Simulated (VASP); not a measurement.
Set up this calculation in VASP 6.6.1, as the native input.

```yaml
Task: single point
Functional: PBEsol
Potentials_or_basis: VASP PAW PBE potentials, release 64 (Al, N)
Cutoff: 600 eV
k_mesh: 8 × 8 × 5
Occupations: fermi-dirac, width 0.05 eV
Spin: no spin polarisation
Dipole_correction: no
Further_INCAR_settings: ALGO = Normal; EDIFF = 1e-06; NBANDS = 16
```

The structure of AlN lies in POSCAR:

```
AlN
1.0
    3.1441300000      0.0000000000      0.0000000000
   -1.5720650000      2.7228964528      0.0000000000
    0.0000000000      0.0000000000      4.9810000000
Al N
2 2
Direct
    0.6666666667      0.3333333333      0.5000000000
    0.3333333333      0.6666666667      0.0000000000
    0.6666666667      0.3333333333      0.8800000000
    0.3333333333      0.6666666667      0.3800000000
```

One way to write it, as run:

INCAR

```
  PREC = Accurate
  ENCUT = 600
  EDIFF = 1E-6
  ISMEAR = -1
  SIGMA = 0.05
  LREAL = False
  LASPH = True
  NELM = 120
  ALGO = Normal
  ISIF = 2
  LWAVE = False
  LCHARG = True
  GGA = PS
  LELF = True
  LVHAR = True
  NBANDS = 16
  GGA_COMPAT = False
```

KPOINTS

```
regular mesh
0
Gamma
  8 8 5
```

Potentials or basis: VASP PAW PBE potentials, release 64 (Al, N).

The run is started by

```sh
$ cat potpaw_PBE.64/Al/POTCAR potpaw_PBE.64/N/POTCAR > POTCAR
$ mpirun -np 1 vasp_std > vasp.out
```

Results of the run:

```yaml
Pressure: -3.9 GPa
Largest_force: 0.236 eV/Å
Band_gap_on_the_k_mesh: 3.95 eV, direct
```

Caveat: the PAW data sets were made with another functional, which shifts forces and pressure a little.

It took 28 s on 1 thread of Intel Xeon 6975P-C, with other jobs on the host, peak memory 0.18 GiB.
